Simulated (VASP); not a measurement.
# Sc (Im-3m) in VASP: further runs

Runs on Sc. Level: r2SCAN. Tasks: single point.

All numbers are computed with VASP 6.6.1; they aren't measurements. Logs are shortened: lines on timing, memory, paths and dates and some standing lists are left out, and cuts for length are marked.

### 1 The cell of the first run

It takes space group Im-3m (No. 229, cubic). The conventional cell has a = 3.679 Å, b = 3.679 Å, c = 3.679 Å, α = 90.00°, β = 90.00°, γ = 90.00°. Sc (site symmetry m-3m) has 14 Sc at 3.19 to 3.68 Å within 4.2 Å.

This isn't the form of Sc at room conditions, which is hcp.

### 2 Single point, r2SCAN (24.89 Å³/atom)

POSCAR reads:

```
Sc
1.0
   -1.8393400863      1.8393400863      1.8393400863
    1.8393400863     -1.8393400863      1.8393400863
    1.8393400863      1.8393400863     -1.8393400863
Sc
1
Direct
    0.0000000000      0.0000000000      0.0000000000
```

INCAR.step1 reads:

```
PREC = Accurate
ENCUT = 520
ISMEAR = 0
SIGMA = 0.05
LREAL = F
LASPH = T
NELM = 100
NBANDS = 12
GGA = PE
ALGO = Normal
EDIFF = 1E-4
LWAVE = T
LCHARG = F
```

INCAR.step2 reads:

```
PREC = Accurate
ENCUT = 520
EDIFF = 1E-7
ISMEAR = 0
SIGMA = 0.05
LREAL = F
LASPH = T
NELM = 100
ALGO = Normal
ISIF = 2
LWAVE = F
LCHARG = F
METAGGA = R2SCAN
LMIXTAU = T
NBANDS = 12
ISTART = 1
```

KPOINTS reads:

```
regular mesh
0
Gamma
  16 16 16
```

Potentials or basis: VASP PAW PBE potentials, release 64 (Sc_sv).

The run is started by

```bash
cat potpaw_PBE.64/Sc_sv/POTCAR > POTCAR
cp INCAR.step1 INCAR
mpirun -np 1 vasp_std > vasp.out
cp INCAR.step2 INCAR
mpirun -np 1 vasp_std > vasp.out
```

OUTCAR:

```text
PREC = Accurate
   ENCUT = 520
   EDIFF = 1E-7
   ISMEAR = 0
   LREAL = F
   LASPH = T
   NELM = 100
   ISIF = 2
   METAGGA = R2SCAN
   ISTART = 1

 ion  position               nearest neighbor table
   1  0.000  0.000  0.000-

  LATTYP: Found a body centered cubic cell.
 ALAT       =     3.6786801726

  Lattice vectors:

 A1 = (  -1.8393400863,   1.8393400863,   1.8393400863)
 A2 = (   1.8393400863,  -1.8393400863,   1.8393400863)
 A3 = (   1.8393400863,   1.8393400863,  -1.8393400863)

Analysis of symmetry for initial positions (statically):
=====================================================================
 Subroutine PRICEL returns:
 Original cell was already a primitive cell.

 Routine SETGRP: Setting up the symmetry group for a
 body centered cubic supercell.

 Subroutine GETGRP returns: Found 48 space group operations
 (whereof 48 operations were pure point group operations)
 out of a pool of 48 trial point group operations.

The static configuration has the point symmetry O_h .

Analysis of symmetry for dynamics (positions and initial velocities):
=====================================================================
 Subroutine PRICEL returns:
 Original cell was already a primitive cell.

 Routine SETGRP: Setting up the symmetry group for a
 body centered cubic supercell.

 Subroutine GETGRP returns: Found 48 space group operations
 (whereof 48 operations were pure point group operations)
 out of a pool of 48 trial point group operations.

The dynamic configuration has the point symmetry O_h .

 Subroutine INISYM returns: Found 48 space group operations
 (whereof 48 operations are pure point group operations),
 and found     1 'primitive' translations

----------------------------------------------------------------------------------------

                                     Primitive cell

  volume of cell :      24.8912

  direct lattice vectors                    reciprocal lattice vectors
    -1.839340086  1.839340086  1.839340086     0.000000000  0.271836624  0.271836624
     1.839340086 -1.839340086  1.839340086     0.271836624  0.000000000  0.271836624
     1.839340086  1.839340086 -1.839340086     0.271836624  0.271836624  0.000000000

  length of vectors
     3.185830482  3.185830482  3.185830482     0.384435041  0.384435041  0.384435041

  position of ions in fractional coordinates (direct lattice)
     0.000000000  0.000000000  0.000000000

  ion indices of the primitive-cell ions
   primitive index   ion index
                 1           1

----------------------------------------------------------------------------------------

 KPOINTS: regular mesh

Automatic generation of k-mesh.
 Grid dimensions read from file:
 generate k-points for:   16   16   16

 Generating k-lattice:

  Cartesian coordinates                     Fractional coordinates (reciprocal lattice)
     0.000000000  0.016989789  0.016989789     0.062500000  0.000000000  0.000000000
     0.016989789  0.000000000  0.016989789     0.000000000  0.062500000  0.000000000
     0.016989789  0.016989789  0.000000000     0.000000000  0.000000000  0.062500000

  Length of vectors
     0.024027190  0.024027190  0.024027190

  Shift w.r.t. Gamma in fractional coordinates (k-lattice)
     0.000000000  0.000000000  0.000000000

 Subroutine IBZKPT returns following result:
 ===========================================

 Found    145 irreducible k-points:

 Following reciprocal coordinates:
            Coordinates               Weight
  0.000000  0.000000  0.000000      1.000000
  0.062500  0.000000  0.000000     12.000000
  0.125000  0.000000  0.000000     12.000000
  0.187500  0.000000  0.000000     12.000000
  0.250000  0.000000  0.000000     12.000000
  0.312500  0.000000  0.000000     12.000000
[... 16 lines left out ...]
  0.187500  0.187500  0.000000     24.000000
  0.250000  0.187500  0.000000     48.000000
 [... further k-points ...]
   k-points           NKPTS =    145   k-points in BZ     NKDIM =    145   number of bands    NBANDS=     12
   number of dos      NEDOS =    301   number of ions     NIONS =      1
   total plane-waves  NPLWV =  13824
   dimension x,y,z NGX =    24 NGY =   24 NGZ =   24
   dimension x,y,z NGXF=    48 NGYF=   48 NGZF=   48
   ions per type =               1
   NGX,Y,Z   is equivalent  to a cutoff of  12.52, 12.52, 12.52 a.u.
   NGXF,Y,Z  is equivalent  to a cutoff of  25.05, 25.05, 25.05 a.u.
 SYSTEM =  unknown system
   PREC   = accura    normal or accurate (medium, high low for compatibility)
   ISTART =      1    job   : 0-new  1-cont  2-samecut
   ICHARG =      0    charge: 1-file 2-atom 10-const
   ISPIN  =      1    spin polarized calculation?
   LNONCOLLINEAR =      F non collinear calculations
   LSORBIT =      F    spin-orbit coupling
   LASPH  =      T    aspherical Exc in radial PAW
   ENCUT  =  520.0 eV  38.22 Ry    6.18 a.u.   5.92  5.92  5.92*2*pi/ulx,y,z
   NELM   =    100;   NELMIN=  2; NELMDL=  0     # of ELM steps
   EDIFF  = 0.1E-06   stopping-criterion for ELM
   LREAL  =      F    real-space projection
   EDIFFG = 0.1E-05   stopping-criterion for IOM
   NSW    =      0    number of steps for IOM
   IBRION =     -1    ionic relax: 0-MD 1-quasi-New 2-CG
   NFREE  =      0    steps in history (QN), initial steepest desc. (CG)
   ISIF   =      2    stress and relaxation
   ISYM   =      2    0-nonsym 1-usesym 2-fastsym
   POTIM  = 0.5000    time-step for ionic-motion
   TEBEG  =    0.0;   TEEND  =   0.0 temperature during run
   PSTRESS=    0.0 pullay stress
   NELECT =      11.0000    total number of electrons
   NUPDOWN=      -1.0000    fix difference up-down
   EMIN   =  10.00;   EMAX   =-10.00  energy-range for DOS
   EFERMI =   0.00;   METHOD = LEGACY
   ISMEAR =     0;   SIGMA  =   0.05  broadening in eV -4-tet -1-fermi 0-gaus
   EFERMI_NEDOS =   21; number of points for ismear=-14 and -15
   IALGO  =     38    algorithm
   IMIX   =      4    mixing-type and parameters
     AMIX     =   0.40;   BMIX     =  1.00
     AMIX_MAG =   1.60;   BMIX_MAG =  1.00
  volume/ion in A,a.u.               =      24.89       167.97
  Fermi-wavevector in a.u.,A,eV,Ry     =   1.246973  2.356437 21.156263  1.554941
  Thomas-Fermi vector in A             =   2.381126
   LORBIT       =      0    0 simple, 1 ext, 2 COOP (PROOUT), +10 PAW based schemes
   METAGGA = R2SCAN    functional components
   LHFCALC =     F    Hartree Fock is set to
   AEXX    =    0.0000 exact exchange contribution
   IVDW    =     0    specifies the selected vdW correction
   LEPSILON=     F    determine dielectric tensor
   LRPA    =     F    only Hartree local field effects (RPA)
 non-spin polarized calculation
 Gauss-broadening in eV      SIGMA  =   0.05
  energy-cutoff  :      520.00
  volume of cell :       24.89
 maximum number of plane-waves:       691
   NGX = 11   NGY = 11   NGZ = 11

 number of electron      11.0000001 magnetization

 Free energy of the ion-electron system (eV)
  ---------------------------------------------------
  ext. energy  EPLUGINS =         0.00000000
  ---------------------------------------------------
  free energy    TOTEN  =       -11.28016927 eV

  energy without entropy =      -11.27749153  energy(sigma->0) =      -11.27883040

 E-fermi :   3.7799     XC(G=0): -10.5558

 val. band max:        3.7793751825   @ k =  -0.3750   0.3750   0.1875
 cond. band min:       3.7926716346   @ k =   0.3125   0.2500   0.0625
 fundamental gap:      0.0132964521
 Fermi energy:         3.7799064964

 k-point     1 :       0.0000    0.0000    0.0000
  band No.  band energies     occupation
      1     -47.9816      2.00000
      2     -25.4144      2.00000
      3     -25.4143      2.00000
      4     -25.4143      2.00000
      5      -1.7982      2.00000
      6       5.4786      0.00000
      7       5.4786      0.00000
      8       5.4786      0.00000
      9       6.8053      0.00000
     10       6.8053      0.00000
     11      18.3830      0.00000
     12      18.3830      0.00000

 k-point     2 :       0.0625    0.0000    0.0000
  band No.  band energies     occupation
      1     -47.9792      2.00000
      2     -25.4298      2.00000
      3     -25.4191      2.00000
      4     -25.4144      2.00000
      5      -1.6893      2.00000
      6       5.4228      0.00000
      7       5.4555      0.00000
      8       5.5565      0.00000
      9       6.7403      0.00000
     10       6.8081      0.00000
     11      18.1867      0.00000
     12      18.3646      0.00000

 k-point     3 :       0.1250    0.0000    0.0000
  band No.  band energies     occupation
      1     -47.9725      2.00000
      2     -25.4735      2.00000
      3     -25.4326      2.00000
      4     -25.4146      2.00000
      5      -1.3694      2.00000
      6       5.2684      0.00000
      7       5.3503      0.00000
      8       5.7849      0.00000
      9       6.6115      0.00000
     10       6.8195      0.00000
     11      17.5565      0.00000
     12      18.1787      0.00000
[... 286 lines left out ...]
 k-point    23 :       0.1875    0.1875    0.0000
  band No.  band energies     occupation
      1     -47.9357      2.00000
      2     -25.6797      2.00000
      3     -25.5054      2.00000
      4     -25.4417      2.00000
      5       0.7471      2.00000
      6       4.2513      0.00000
      7       4.5714      0.00000
      8       6.4817      0.00000
      9       7.1016      0.00000
     10       7.3856      0.00000
     11      14.4834      0.00000
     12      14.5678      0.00000

 k-point    24 :       0.2500    0.1875    0.0000
  band No.  band energies     occupation
      1     -47.9263      2.00000
      2     -25.7193      2.00000
      3     -25.5376      2.00000
      4     -25.4467      2.00000
      5       1.4650      2.00000
      6       3.9550      0.00000
      7       4.4036      0.00000
      8       6.5844      0.00000
      9       7.1407      0.00000
     10       7.9469      0.00000
     11      13.0670      0.00000
     12      13.9605      0.00000

 [... further k-points ...]
[... 5 lines left out ...]
  --------------------------------------------------------------------------------------
  -------------------------------------------------------------------------------------
  Total        0.1001283      0.1001283      0.1001283      0.0000000     -0.0000000     -0.0000000
  in kB        6.4449749      6.4449749      6.4449749      0.0000000     -0.0000000     -0.0000000
  external PRESSURE =       6.4449749 kB  Pullay stress =       0.0000000 kB

 VOLUME and BASIS-vectors are now :
 -----------------------------------------------------------------------------
  energy-cutoff  :      520.00
  volume of cell :       24.89
      direct lattice vectors                 reciprocal lattice vectors
    -1.839340086  1.839340086  1.839340086     0.000000000  0.271836624  0.271836624
     1.839340086 -1.839340086  1.839340086     0.271836624  0.000000000  0.271836624
     1.839340086  1.839340086 -1.839340086     0.271836624  0.271836624  0.000000000

 POSITION                                       TOTAL-FORCE (eV/Angst)
 -----------------------------------------------------------------------------------
      0.00000      0.00000      0.00000         0.000000     -0.000000      0.000000
 -----------------------------------------------------------------------------------
    total drift:                                0.000000      0.000000      0.000000

  FREE ENERGIE OF THE ION-ELECTRON SYSTEM (eV)
  ---------------------------------------------------
  free  energy   TOTEN  =       -11.2801692687 eV

  energy  without entropy=      -11.2774915307  energy(sigma->0) =      -11.27883040
```

Run time: 2 min. Hardware: 1 thread of AMD EPYC 7R13 (Zen 3), shared host; peak memory 0.14 GiB.

What came out:

```yaml
Free_energy: -11.2802 eV
Pressure: 0.6 GPa
Band_gap_on_the_k_mesh: zero (an odd number of electrons rules out a gap without spin polarisation)
```

Caveat: the PAW data sets were made with another functional, which shifts forces and pressure a little.

(Part 1 of 2 ends here.)
